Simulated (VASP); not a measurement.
# Si16O (a cell with a defect) in VASP: notebook, part 2 of 2

VASP 6.6.1.

## (3) Single point, PBEsol, collinear spin, ferromagnetic start

INCAR reads:

```
PREC = Accurate ; ENCUT = 520
EDIFF = 1E-6 ; ISMEAR = -1
SIGMA = 0.05 ; LREAL = Auto
LASPH = True ; NELM = 150
ALGO = Normal ; ISIF = 2
LWAVE = False ; LCHARG = False
ISPIN = 2 ; MAGMOM = 0 0 0 0 0 0 0 0 0 0 0 0 0 0 0 0 1
LORBIT = 11 ; GGA = PS
NBANDS = 53
```

KPOINTS reads:

```
Automatic mesh
0
Gamma
  2 2 2
```

POSCAR reads:

```
Si16O
1.0
    0.0000000000      5.4300000000      5.4300000000
    5.4300000000      0.0000000000      5.4300000000
    5.4300000000      5.4300000000      0.0000000000
Si O
16 1
Direct
    0.1089594843     -0.0672651934      0.0223112339
    0.1462891344      0.1123296501      0.2000828729
   -0.0308195212      0.0468232044      0.5440423573
    0.0012246777      0.1788858195      0.7434714549
    0.0513535912      0.4830294659      0.0568784530
    0.2492449355      0.5685267035      0.1434622468
   -0.0485267035      0.5621731123      0.5358931860
    0.1245211786      0.6505248619      0.6525138122
    0.5263627993     -0.0404511971      0.0740791897
    0.6412154696      0.0575874770      0.2424125230
    0.3823112339      0.0654051565      0.5923848987
    0.5920073665      0.0907550645      0.7090607735
    0.6256537753      0.4495027624      0.0139410681
    0.6802025783      0.5937937385      0.1814917127
    0.5104604052      0.5127624309      0.5395764273
    0.5430662983      0.7285911602      0.6493462247
    0.8678084715      0.8631675875      0.2795027624
```

Potentials or basis: VASP PAW PBE potentials, release 64 (Si, O).

Started as:

```
> cat potpaw_PBE.64/Si/POTCAR potpaw_PBE.64/O/POTCAR > POTCAR
> mpirun -np 1 vasp_std > vasp.out
```

OUTCAR:

```text
PREC = Accurate
   ENCUT = 520
   EDIFF = 1E-6
   ISMEAR = -1
   LREAL = Auto
   LASPH = True
   NELM = 150
   ISIF = 2
   ISPIN = 2
   LORBIT = 11
   GGA = PS

 ion  position               nearest neighbor table
   1  0.109  0.933  0.022-  17 1.97   4 2.24   6 2.29   2 2.55  11 2.86  10 2.96
   2  0.146  0.112  0.200-   3 2.20   5 2.33   9 2.39   1 2.55
   3  0.969  0.047  0.544-   2 2.20   4 2.37  12 2.43   8 2.49
   4  0.001  0.179  0.743-   1 2.24   3 2.37  11 2.39   7 2.48  13 3.05
   5  0.051  0.483  0.057-  14 2.33   2 2.33   6 2.37   8 2.57
   6  0.249  0.569  0.143-   1 2.29  13 2.36   5 2.37   7 2.72
   7  0.951  0.562  0.536-  17 2.20   8 2.39   4 2.48  16 2.57   6 2.72
   8  0.125  0.651  0.653-   7 2.39  15 2.42   3 2.49   5 2.57
   9  0.526  0.960  0.074-  14 2.30  12 2.32   2 2.39  10 2.41
  10  0.641  0.058  0.242-  17 1.68   9 2.41  11 2.42  13 2.59  16 2.89   1 2.96
  11  0.382  0.065  0.592-  16 2.15  12 2.32   4 2.39  10 2.42   1 2.86
  12  0.592  0.091  0.709-  11 2.32   9 2.32   3 2.43  15 2.68
  13  0.626  0.450  0.014-  14 2.34   6 2.36  10 2.59  16 2.69   4 3.05
  14  0.680  0.594  0.181-  15 2.27   9 2.30   5 2.33  13 2.34
  15  0.510  0.513  0.540-  14 2.27  16 2.35   8 2.42  12 2.68
  16  0.543  0.729  0.649-  11 2.15  15 2.35   7 2.57  13 2.69  10 2.89
  17  0.868  0.863  0.280-  10 1.68   1 1.97   7 2.20

  LATTYP: Found a face centered cubic cell.
 ALAT       =    10.8600000000

  Lattice vectors:

 A1 = (   0.0000000000,   5.4300000000,   5.4300000000)
 A2 = (   5.4300000000,   0.0000000000,   5.4300000000)
 A3 = (   5.4300000000,   5.4300000000,   0.0000000000)

Analysis of symmetry for initial positions (statically):
=====================================================================
 Subroutine PRICEL returns:
 Original cell was already a primitive cell.

 Routine SETGRP: Setting up the symmetry group for a
 face centered cubic supercell.

 Subroutine GETGRP returns: Found  1 space group operations
 (whereof  1 operations were pure point group operations)
 out of a pool of 48 trial point group operations.

The static configuration has the point symmetry C_1 .

Analysis of symmetry for dynamics (positions and initial velocities):
=====================================================================
 Subroutine PRICEL returns:
 Original cell was already a primitive cell.

 Routine SETGRP: Setting up the symmetry group for a
 face centered cubic supercell.

 Subroutine GETGRP returns: Found  1 space group operations
 (whereof  1 operations were pure point group operations)
 out of a pool of 48 trial point group operations.

The dynamic configuration has the point symmetry C_1 .

Analysis of structural, dynamic, and magnetic symmetry:
=====================================================================
 Subroutine PRICEL returns:
 Original cell was already a primitive cell.

 Routine SETGRP: Setting up the symmetry group for a
 face centered cubic supercell.

 Subroutine GETGRP returns: Found  1 space group operations
 (whereof  1 operations were pure point group operations)
 out of a pool of 48 trial point group operations.

The overall configuration has the point symmetry C_1 .

 Subroutine INISYM returns: Found  1 space group operations
 (whereof  1 operations are pure point group operations),
 and found     1 'primitive' translations

----------------------------------------------------------------------------------------

                                     Primitive cell

[... 119 lines left out ...]
   EFERMI_NEDOS =   21; number of points for ismear=-14 and -15
   IALGO  =     38    algorithm
   IMIX   =      4    mixing-type and parameters
     AMIX     =   0.40;   BMIX     =  1.00
     AMIX_MAG =   1.60;   BMIX_MAG =  1.00
  volume/ion in A,a.u.               =      18.84       127.11
  Fermi-wavevector in a.u.,A,eV,Ry     =   0.986199  1.863645 13.232857  0.972588
  Thomas-Fermi vector in A             =   2.117562
   LORBIT       =     11    0 simple, 1 ext, 2 COOP (PROOUT), +10 PAW based schemes
   GGA     = PS    functional components
   LHFCALC =     F    Hartree Fock is set to
   AEXX    =    0.0000 exact exchange contribution
   IVDW    =     0    specifies the selected vdW correction
   LEPSILON=     F    determine dielectric tensor
   LRPA    =     F    only Hartree local field effects (RPA)
 spin polarized calculation
  energy-cutoff  :      520.00
  volume of cell :      320.21
 maximum number of plane-waves:      8646
 NGX is ok and might be reduce to    60
   NGX = 29   NGY = 29   NGZ = 29

 number of electron      70.0000002 magnetization      -0.0000524

 number of electron      70.0000002 magnetization       0.0000109

 Free energy of the ion-electron system (eV)
  ---------------------------------------------------
  ext. energy  EPLUGINS =         0.00000000
  ---------------------------------------------------
  free energy    TOTEN  =       -94.20651878 eV

  energy without entropy =      -94.17205831  energy(sigma->0) =      -94.18928854

 E-fermi :   6.1796     XC(G=0):  -9.7741

 val. band max:        6.1702648874   @ k =   0.0000   0.0000   0.0000
 cond. band min:       6.2035005481   @ k =   0.0000   0.5000   0.0000
 fundamental gap:      0.0332356606
 Fermi energy:         6.1795529706

 spin component 1

 k-point     1 :       0.0000    0.0000    0.0000
  band No.  band energies     occupation
      1     -14.2316      1.00000
      2      -5.9108      1.00000
      3      -4.2891      1.00000
      4      -4.0296      1.00000
      5      -3.6335      1.00000
      6      -3.3762      1.00000
[... 389 lines left out ...]
     46       9.6753      0.00000
     47       9.9920      0.00000
 Fermi energy:         6.1795529706

 spin component 2

 k-point     1 :       0.0000    0.0000    0.0000
  band No.  band energies     occupation
      1     -14.2315      1.00000
      2      -5.9108      1.00000
      3      -4.2891      1.00000
      4      -4.0296      1.00000
      5      -3.6335      1.00000
      6      -3.3762      1.00000
[... 389 lines left out ...]
     46       9.6753      0.00000
     47       9.9920      0.00000
 [bands above 47 left out]

------------------------ aborting loop because EDIFF is reached ----------------------------------------

  FORCE on cell =-STRESS in cart. coord.  units (eV):
  Direction    XX          YY          ZZ          XY          YZ          ZX
  --------------------------------------------------------------------------------------
  -------------------------------------------------------------------------------------
  Total       -3.2535081     -2.1926134     -3.1574680     -0.7919850     -0.4938659      1.0964540
  in kB      -16.2791974    -10.9709229    -15.7986530     -3.9627625     -2.4710989      5.4861984
  external PRESSURE =     -14.3495911 kB  Pullay stress =       0.0000000 kB

 VOLUME and BASIS-vectors are now :
 -----------------------------------------------------------------------------
  energy-cutoff  :      520.00
  volume of cell :      320.21
      direct lattice vectors                 reciprocal lattice vectors
     0.000000000  5.430000000  5.430000000    -0.092081031  0.092081031  0.092081031
     5.430000000  0.000000000  5.430000000     0.092081031 -0.092081031  0.092081031
     5.430000000  5.430000000  0.000000000     0.092081031  0.092081031 -0.092081031

 POSITION                                       TOTAL-FORCE (eV/Angst)
 -----------------------------------------------------------------------------------
      5.18590      0.71280      5.65640         2.242567      1.461243     -1.021864
      1.69640      1.88080      1.40430        -2.148717     -1.083124      0.976462
      3.20840      8.21680      5.51690         0.396528      1.224708     -2.399467
      5.00840      4.04370      0.97800        -0.080450     -1.573693      0.783186
      2.93170      0.58770      2.90170        -0.762823     -0.560024      1.030023
      3.86610      2.13240      4.44050        -0.108348      0.270653     -0.934201
[... 9 lines left out ...]
      7.48220      6.47480      6.90510        -2.446352      3.308292     -1.710272
      6.20470      6.22990      9.39920        -0.279706     -0.441800      1.495520
 -----------------------------------------------------------------------------------
    total drift:                               -0.002002     -0.012061      0.007774

  FREE ENERGIE OF THE ION-ELECTRON SYSTEM (eV)
  ---------------------------------------------------
  free  energy   TOTEN  =       -94.2065187764 eV

  energy  without entropy=      -94.1720583073  energy(sigma->0) =      -94.18928854

 total charge

# of ion       s       p       d       tot
------------------------------------------
    1        0.784   0.829   0.000   1.613
    2        0.755   0.935   0.000   1.690
    3        0.753   0.922   0.000   1.675
    4        0.779   0.881   0.000   1.660
    5        0.750   0.904   0.000   1.655
    6        0.784   0.868   0.000   1.652
[... 9 lines left out ...]
   16        0.784   0.870   0.000   1.654
   17        1.580   3.460   0.000   5.040
--------------------------------------------------
tot         13.831  17.567   0.000  31.397

 magnetization (x)

# of ion       s       p       d       tot
------------------------------------------
    1        0.000  -0.000   0.000  -0.000
    2       -0.000   0.000   0.000   0.000
    3        0.000   0.000   0.000   0.000
    4       -0.000  -0.000   0.000  -0.000
    5       -0.000  -0.000   0.000  -0.000
    6       -0.000  -0.000   0.000  -0.000
[... 9 lines left out ...]
   16        0.000   0.000   0.000   0.000
   17       -0.000   0.000   0.000   0.000
--------------------------------------------------
tot         -0.000  -0.000   0.000  -0.000
```

It took 5.8 min on 1 thread of Intel Xeon 6975P-C (Granite Rapids), shared host; peak memory 0.71 GiB.

Results:

```yaml
Free_energy: -94.2065 eV
Pressure: -1.4 GPa
Largest_force: 4.456 eV/Å
Band_gap_on_the_k_mesh: zero (filled and empty bands overlap)
Net_moment: 0.00 μB per cell
Valence_electrons_inside_the_program's_atomic_spheres: Si 1.61, 1.69, 1.68, 1.66, 1.65, 1.54, 1.62, 1.60, 1.72, 1.64, 1.71 (each value once); O 5.04
```

Forces on the atoms (eV/Å):
```
Si   2.243  1.461 -1.022
Si  -2.149 -1.083  0.976
Si   0.397  1.225 -2.399
Si  -0.080 -1.574  0.783
Si  -0.763 -0.560  1.030
Si  -0.108  0.271 -0.934
Si   0.091 -0.198  0.385
Si   0.527  0.395 -0.061
Si   0.974  0.015  0.073
Si   0.314 -1.457  0.354
Si   0.950 -1.142  1.349
Si   0.756 -0.262  2.030
Si  -0.496 -0.052 -0.775
Si  -0.445 -0.160  0.231
Si   0.517  0.255 -1.805
Si  -2.446  3.308 -1.710
O   -0.280 -0.442  1.496
```

Caveat: the k points lie up to 0.50 Å⁻¹ apart; the atoms stand as in a frame of molecular dynamics; the PAW data sets were made with another functional, which shifts forces and pressure a little.

The gap in the log of VASP goes by the Fermi energy; the results here count the filled bands.